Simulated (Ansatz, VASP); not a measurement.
# Al5As: VASP beside Ansatz

```
Al As
1.0
     5.54150    0.00000    0.00000
    -2.77075    4.79908    0.00000
     0.00000    0.00000    7.82174
Al As
5 1
Direct
  0.00000 0.00000 0.18214
  0.00000 0.00000 0.81786
  0.50000 0.00000 0.50000
  0.00000 0.50000 0.50000
  0.50000 0.50000 0.50000
  0.00000 0.00000 0.50000
```

Alike in both runs: task relaxation of cell and atoms; functional PBE; k mesh 6 × 6 × 2; occupations gaussian, width 0.1 eV; no spin polarisation.

|  | VASP | Ansatz |
| --- | --- | --- |
| version | VASP 6.6.1 | Ansatz 0.2.0 |
| potentials or method | VASP PAW PBE potentials, release 64 (Al, As), cutoff 600 eV | scalar-relativistic, plane waves, PAW |
| valence electrons in the cell | 20 | 30 |

```csv
,VASP,Ansatz,Ansatz less VASP
"gap on the k mesh at the Fermi level, each at its own relaxed structure (eV)",none,none,-
relaxed volume (Å³/atom),31.58,31.69,+0.113
relaxed cell length with the largest relative difference (Å),7.448,7.459,+0.0114
```

A gap of «none» marks a metal or a gap that the smearing closes. VASP's potentials hold 20 valence electrons a cell and Ansatz's 30, so a difference there can come from the potentials and not from the codes.

The k mesh is coarse, so the values compare programs but aren't converged.
